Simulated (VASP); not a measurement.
Wanted: the native input for a VASP 6.6.1 run.

- Task: single point
- Functional: PBE
- Potentials or basis: VASP PAW PBE potentials, release 64 (Al)
- Cutoff: 520 eV
- k mesh: 22 × 22 × 22
- Occupations: fermi-dirac, width 0.08 eV
- Spin: no spin polarisation
- Dipole correction: no
- Further INCAR settings: ALGO = Normal; EDIFF = 1e-06; NBANDS = 8

The structure of Al lies in POSCAR:

```
Al
1.0
   -1.1959062601      1.1959062601      1.1959062601
    1.1959062601     -1.1959062601      1.1959062601
    1.1959062601      1.1959062601     -1.1959062601
Al
1
Direct
    0.0000000000      0.0000000000      0.0000000000
```

One way to write it, as run:

INCAR

```
  PREC = Accurate
  ENCUT = 520
  EDIFF = 1E-6
  ISMEAR = -1
  SIGMA = 0.08
  LREAL = F
  LASPH = T
  NELM = 80
  ALGO = Normal
  ISIF = 2
  LWAVE = F
  LCHARG = F
  GGA = PE
  NBANDS = 8
```

KPOINTS

```
Automatic mesh
0
Gamma
  22 22 22
```

Potentials or basis: VASP PAW PBE potentials, release 64 (Al).

Run with:

```console
$ cat potpaw_PBE.64/Al/POTCAR > POTCAR
$ mpirun -np 1 vasp_std > vasp.out
```

Results of the run:

* Pressure: 404.4 GPa

Run time: 29 s on 1 thread of Intel Xeon 8259CL, on a shared host, peak memory 0.09 GiB.
